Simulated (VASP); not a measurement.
Al3As3H, 7 atoms in the cell. The cell holds a slab with vacuum, 7 atoms: a = 4.013 Å, b = 4.013 Å, c = 26.093 Å, α = 90.00°, β = 90.00°, γ = 90.00°. 

```yaml
Program: VASP 6.6.1
Task: single point
Functional: PBEsol
Potentials_or_basis: VASP PAW PBE potentials, release 64 (As, Al, H)
Cutoff: 400 eV
k_mesh: 7 × 7 × 1
Occupations: gaussian, width 0.05 eV
Spin: collinear spin, ferromagnetic start
Starting_moments: "[0.0, 0.0, 0.0, 0.0, 0.0, 0.0, 1.0] μB"
Dipole_correction: yes
Further_INCAR_settings: ALGO = Normal; EDIFF = 1e-06; NBANDS = 26; NELMDL = -8
```

Potentials or basis: VASP PAW PBE potentials, release 64 (As, Al, H).

The run is started by

```sh
$ cat potpaw_PBE.64/As/POTCAR potpaw_PBE.64/Al/POTCAR potpaw_PBE.64/H/POTCAR > POTCAR
$ mpirun -np 1 vasp_std > vasp.out
```

Hardware: 1 thread of Intel(R) Xeon(R) Platinum 8488C (Sapphire Rapids), with other jobs on the host.

Question: How long does it take, and how much memory?

Answer: It took 6 min on 1 thread of Intel(R) Xeon(R) Platinum 8488C (Sapphire Rapids) (shared host), peak memory 0.58 GiB. Counts: scf iterations 31, k points 16.
